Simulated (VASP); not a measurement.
A run of VASP 6.6.1:

INCAR

```
ALGO = Normal
EDIFF = 1E-6
EDIFFG = -0.001
ENCUT = 600
GGA = PE
IBRION = 2
ISIF = 3
ISMEAR = -1
LASPH = True
LCHARG = False
LREAL = False
LWAVE = False
NELM = 60
NSW = 80
PREC = Accurate
SIGMA = 0.15
```

KPOINTS

```
k-points
0
Gamma
  15 15 14
```

The input POSCAR:

```
TiB2
1.0
    3.0320703133      0.0000000029      0.0000000000
   -1.5160351592      2.6258499159      0.0000000000
    0.0000000000      0.0000000000      3.2235392747
Ti B
1 2
Direct
    0.0000000000      0.0000000000      0.0000000000
    0.3333333333      0.6666666667      0.5000000000
    0.6666666667      0.3333333333      0.5000000000
```

Potentials or basis: VASP PAW PBE potentials, release 64 (Ti_sv, B).

Launch:

```bash
$ cat potpaw_PBE.64/Ti_sv/POTCAR potpaw_PBE.64/B/POTCAR > POTCAR
$ mpirun -np 1 vasp_std > vasp.out
```

Hardware: 1 thread of Intel Xeon 8259CL, on a shared host.

Task: How long does it take, and how much memory?

Result: Run time: 5.2 min on 1 thread of Intel Xeon 8259CL, on a shared host, peak memory 0.23 GiB. Counts: scf iterations 50, k points 216, ion steps 13.
